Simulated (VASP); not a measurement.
Set up this calculation in VASP 6.6.1, as the native input.

```
Task                   : single point
Functional             : PBE
Potentials or basis    : VASP PAW PBE potentials, release 64 (Bi_d, S)
Cutoff                 : 520 eV
k mesh                 : 4 × 4 × 4
Occupations            : gaussian, width 0.1 eV
Spin                   : no spin polarisation
Dipole correction      : no
Further INCAR settings : ALGO = Normal; EDIFF = 1e-06; NBANDS = 34
```

The structure of Bi3S lies in POSCAR:

```
Bi3S
1.0
    0.0000000000      3.8039824800      3.8039824800
    3.8039824800      0.0000000000      3.8039824800
    3.8039824800      3.8039824800      0.0000000000
Bi S
3 1
Direct
    0.2500000000      0.2500000000      0.2500000000
    0.7500000000      0.7500000000      0.7500000000
    0.5000000000      0.5000000000      0.5000000000
    0.0000000000      0.0000000000      0.0000000000
```

These files were run (other wordings do the same):

INCAR

```
SYSTEM = Bi3S
PREC = Accurate ; ENCUT = 520
EDIFF = 1E-6 ; ISMEAR = 0
SIGMA = 0.1 ; LREAL = .FALSE.
LASPH = .TRUE. ; NELM = 60
ALGO = Normal ; ISIF = 2
LWAVE = .FALSE. ; LCHARG = .FALSE.
GGA = PE ; NBANDS = 34
```

KPOINTS

```
regular mesh
0
G
  4 4 4
  0 0 0
```

Potentials or basis: VASP PAW PBE potentials, release 64 (Bi_d, S).

Run with:

```sh
$ cat potpaw_PBE.64/Bi_d/POTCAR potpaw_PBE.64/S/POTCAR > POTCAR
$ mpirun -np 1 vasp_std > vasp.out
```

Results of the run:

```
Pressure : -0.4 GPa
```

Run time: 18 s on 1 thread of AMD EPYC 9R45 96-Core Processor (Zen 5), on a shared host, peak memory 0.21 GiB.
